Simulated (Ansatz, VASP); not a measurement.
## One calculation of CaO, two programs

```xyz
2
Lattice="0.0000 2.4490 2.4490 2.4490 0.0000 2.4490 2.4490 2.4490 0.0000" Properties=species:S:1:pos:R:3 pbc="T T T"
Ca    2.4490    2.4490    2.4490
O     0.0000    0.0000    0.0000
```

Alike in both runs: task single point; functional LDA; k mesh 8 × 8 × 8; occupations gaussian, width 0.05 eV; no spin polarisation.

|  | VASP | Ansatz |
| --- | --- | --- |
| version | VASP 6.6.1 | Ansatz 0.2.0 |
| potentials or method | VASP PAW LDA potentials, release 64 (Ca_sv, O), cutoff 520 eV | scalar-relativistic, plane waves, PAW |
| valence electrons in the cell | 16 | 16 |

```tsv
	VASP	Ansatz	Ansatz less VASP
gap on the k mesh at the Fermi level (eV)	3.48	3.50	+0.023
least direct gap on the mesh (eV)	3.86	3.89	+0.025
pressure (GPa)	-11.2	-11.8	-0.60
```

LDA's correlation is that of Perdew and Zunger in VASP and of Perdew and Wang (1992) in Ansatz.
